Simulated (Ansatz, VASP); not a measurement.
**Two plane-wave programs on Rh**

```xyz
1
Lattice="0.0000 1.8646 1.9776 1.8646 0.0000 1.9776 1.8646 1.8646 0.0000" Properties=species:S:1:pos:R:3 pbc="T T T"
Rh    0.0000    0.0000    0.0000
```

Change from the starting cell: z stretched by +4 % at fixed volume, PAW files.

Alike in both runs: task electric field gradients; functional PBE; k mesh 16 × 16 × 16; occupations fermi-dirac, width 0.08 eV; no spin polarisation.

```csv
,VASP,Ansatz
version,VASP 6.6.1,Ansatz 0.2.0
potentials or method,"VASP PAW PBE potentials, release 64 (Rh_pv)","PAW with Ansatz's default frozen-core files, scalar-relativistic"
plane-wave cutoff (eV),520,420
valence electrons in the cell,15,17
```

|  | VASP | Ansatz | Ansatz less VASP |
| --- | --- | --- | --- |
| pressure (GPa) | 6.6 | 6.6 | -0.04 |
| traceless stress, the component that is largest in VASP (GPa) | -9.77 | -9.80 | -0.029 |
| size of Vzz on the site where it differs most (V/Å²) | 3.7 | 4.0 | +0.30 |

The functional is the same, so the differences come from potentials, cutoffs and numerics. VASP's potentials hold 15 valence electrons a cell and Ansatz's 17, so a difference there can come from the potentials and not from the codes.
